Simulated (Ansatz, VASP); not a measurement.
## CdS in VASP and in Ansatz

Contents of POSCAR:

```
CdS
1.0
    3.8724504000      0.0000000000      0.0000000000
    0.0000000000      5.4747467333      0.0000000000
    0.0000000000      0.0000000000      3.9505990721
Cd S
2 2
Direct
    0.5000000000      0.5000000000      0.2430300000
    0.0000000000      0.0000000000      0.7569700000
    0.5000000000      0.0000000000      0.2551600000
    0.0000000000      0.5000000000      0.7448400000
```

The input INCAR.step1:

```
  PREC = Accurate
  ENCUT = 520
  ISMEAR = -1
  SIGMA = 0.02
  LREAL = F
  LASPH = T
  NELM = 60
  NBANDS = 26
  GGA = PE
  ALGO = Normal
  EDIFF = 1E-4
  LWAVE = T
  LCHARG = F
```

The input INCAR.step2:

```
  PREC = Accurate
  ENCUT = 520
  EDIFF = 1E-7
  ISMEAR = -1
  SIGMA = 0.02
  LREAL = F
  LASPH = T
  NELM = 60
  ALGO = Normal
  ISIF = 2
  LWAVE = F
  LCHARG = T
  METAGGA = R2SCAN
  LMIXTAU = T
  LELF = T
  LVHAR = T
  NBANDS = 26
  ISTART = 1
```

Contents of KPOINTS:

```
regular mesh
0
Gamma
  6 4 6
```

Input for Ansatz:

```yaml
crystal:
  lattice:
    - [3.8724504, 0.0, 0.0]
    - [0.0, 5.474746733333333, 0.0]
    - [0.0, 0.0, 3.9505990721138695]
  atoms:
    - { symbol: Cd, position: [0.5, 0.5, 0.24303] }
    - { symbol: Cd, position: [0.0, 0.0, 0.75697] }
    - { symbol: S, position: [0.5, 0.0, 0.25516] }
    - { symbol: S, position: [0.0, 0.5, 0.74484] }
basis:
  ecutwfc: 520.0
kpoints:
  mp_grid:
    grid: [6, 4, 6]
hamiltonian:
  xc: r2scan
scf:
  occupations:
    method: fermi_dirac
    width: 0.02
output:
  stress: true
```

Alike in both runs: task single point; functional r2SCAN; k mesh 6 × 4 × 6; occupations fermi-dirac, width 0.02 eV; no spin polarisation.

|  | VASP | Ansatz |
| --- | --- | --- |
| version | VASP 6.6.1 | Ansatz 0.2.0 |
| potentials or method | VASP PAW PBE potentials, release 64 (Cd, S), cutoff 520 eV | plane waves, PAW |
| valence electrons in the cell | 36 | 52 |

Ansatz gave:

```
pressure (GPa)                                                : -2.5
traceless stress, the component that is largest in VASP (GPa) : -0.92
```

Q: What did VASP give for the same quantities?

A: Pressure (GPa): -2.0; traceless stress, the component that is largest in VASP (GPa): -0.93.

VASP's potentials were made for PBE, not for r2SCAN. VASP's potentials hold 36 valence electrons a cell and Ansatz's 52, so a difference there can come from the potentials and not from the codes.
